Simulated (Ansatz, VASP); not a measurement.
# One calculation of Rh, two programs

Contents of INCAR:

```
PREC     = Accurate       # precision mode
ENCUT    = 520            # plane-wave cutoff, eV
EDIFF    = 1E-6           # SCF threshold, eV
ISMEAR   = -1             # smearing method
SIGMA    = 0.1            # smearing width, eV
LREAL    = False          # projectors in reciprocal space
LASPH    = True           # aspherical terms in the spheres
NELM     = 100            # most SCF steps
ALGO     = Normal         # electronic algorithm
ISIF     = 2              # what is computed and relaxed
LWAVE    = False          # write WAVECAR
LCHARG   = False          # write CHGCAR
GGA      = PE             # functional
NBANDS   = 14             # bands
```

KPOINTS

```
regular mesh
0
Gamma
  17 17 15
```

Contents of POSCAR:

```
Rh
1.0
    2.4978530969      0.0000000000      0.0000000000
   -1.2489265484      2.1632042368      0.0000000000
    0.0000000000      0.0000000000      2.3865175863
Rh
1
Direct
    0.0000000000      0.0000000000      0.0000000000
```

Input for Ansatz:

```yaml
crystal:
  lattice:
    - [2.4978530969, 0.0, 0.0]
    - [-1.2489265484, 2.1632042368, 0.0]
    - [0.0, 0.0, 2.3865175863]
  atoms:
    - { symbol: Rh, position: [0.0, 0.0, 0.0] }
kpoints:
  mp_grid: { grid: [17, 17, 15] }
scf:
  occupations: { method: fermi_dirac, width: 0.1 }
hamiltonian:
  xc: pbe
  pseudopotentials: { kind: all_electron, lapw: { basis_error: 0.001 } }
output:
  forces: true
  stress: true
  eigenvalues: true
  populations: true
```

Change from the starting cell: volume scaled by 0.84, LAPW.

Alike in both runs: task single point; functional PBE; k mesh 17 × 17 × 15; occupations fermi-dirac, width 0.1 eV; no spin polarisation.

|  | VASP | Ansatz |
| --- | --- | --- |
| version | VASP 6.6.1 | Ansatz 0.2.0 |
| potentials or method | VASP PAW PBE potentials, release 64 (Rh_pv), cutoff 520 eV | all-electron LAPW, scalar-relativistic |

Ansatz gave:

* pressure (GPa): 56.2
* traceless stress, the component that is largest in VASP (GPa): 0.02

Q: Which values does VASP return?

A: Pressure (GPa): 56.4; traceless stress, the component that is largest in VASP (GPa): 0.10.

Both programs put the cell under a high pressure, so it lies far from rest at this level. Ansatz ran all-electron here, and VASP with PAW potentials.
